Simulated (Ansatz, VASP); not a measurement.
## Hf2H3 in VASP and in Ansatz

```
Hf H
1.0
     2.63349    1.52044    2.10964
    -2.63349    1.52044    2.10964
     0.00000   -3.04089    2.10964
Hf H
2 3
Direct
  0.25628 0.25628 0.25628
  0.74372 0.74372 0.74372
  0.50000 0.23898 0.76102
  0.76102 0.50000 0.23898
  0.23898 0.76102 0.50000
```

Change from the starting cell: species swapped into the Ni3Se2 type (R32, No. 155).

Alike in both runs: functional PBE; k mesh 6 × 6 × 6; occupations gaussian, width 0.1 eV; no spin polarisation.

Ansatz relaxed the structure, and its values are those at the end. VASP's run is a single point on that final structure, the one shown.

```csv
,VASP,Ansatz
version,VASP 6.6.1,Ansatz 0.2.0
potentials or method,"VASP PAW PBE potentials, release 64 (Hf_pv, H), cutoff 520 eV","scalar-relativistic, plane waves, PAW"
valence electrons in the cell,23,55
```

Ansatz gave:

```
gap on the k mesh at the Fermi level (eV) : none
pressure (GPa)                            : -0.1
rms of the force components (eV/Å)        : 0.003
```

**Question.** What did VASP give for the same quantities?

**Answer.** gap on the k mesh at the Fermi level (eV): none; pressure (GPa): -0.7; rms of the force components (eV/Å): 0.007.

A gap of «none» marks a metal or a gap that the smearing closes. With one functional, cell and mesh, what is left measures potentials, basis and numerics. VASP's potentials hold 23 valence electrons a cell and Ansatz's 55, so a difference there can come from the potentials and not from the codes.

Neither program's run includes spin-orbit coupling.
